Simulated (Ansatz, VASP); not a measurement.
One calculation of S, two programs

INCAR

```
SYSTEM = S
PREC = Accurate ; ENCUT = 520
EDIFF = 1E-6 ; ISMEAR = 0
SIGMA = 0.15 ; LREAL = .FALSE.
LASPH = .TRUE. ; NELM = 100
ALGO = Normal ; ISIF = 2
LWAVE = .FALSE. ; LCHARG = .FALSE.
GGA = PE ; IVDW = 12
NBANDS = 9
```

Contents of KPOINTS:

```
Automatic mesh
0
G
  22 22 22
  0 0 0
```

The input POSCAR:

```
S
1.0
    0.0000000000      2.1053702275      1.7895646934
    2.1053702275      0.0000000000      1.7895646934
    2.1053702275      2.1053702275      0.0000000000
S
1
Direct
    0.0000000000      0.0000000000      0.0000000000
```

Input for Ansatz:

```yaml
crystal:
  lattice:
    - [0.0, 2.1053702275, 1.7895646934]
    - [2.1053702275, 0.0, 1.7895646934]
    - [2.1053702275, 2.1053702275, 0.0]
  atoms:
    - { symbol: S, position: [0.0, 0.0, 0.0] }
basis:
  ecutwfc: 420
kpoints:
  mp_grid: { grid: [22, 22, 22] }
hamiltonian:
  xc: pbe
  dispersion: d3bj
scf:
  occupations: { method: gaussian, width: 0.15 }
output:
  forces: true
  stress: true
  eigenvalues: true
```

Alike in both runs: task single point; functional PBE; dispersion D3(BJ); k mesh 22 × 22 × 22; occupations gaussian, width 0.15 eV; no spin polarisation.

```csv
,VASP,Ansatz
version,VASP 6.6.1,Ansatz 0.2.0
potentials or method,"VASP PAW PBE potentials, release 64 (S), cutoff 520 eV","scalar-relativistic, plane waves, PAW"
valence electrons in the cell,6,6
```

|  | VASP | Ansatz | Ansatz less VASP |
| --- | --- | --- | --- |
| gap on the k mesh at the Fermi level (eV) | none | none | - |
| pressure (GPa) | -4.0 | -3.9 | +0.13 |
| traceless stress, the component that is largest in VASP (GPa) | -8.34 | -8.33 | +0.003 |

A gap of «none» marks a metal or a gap that the smearing closes.
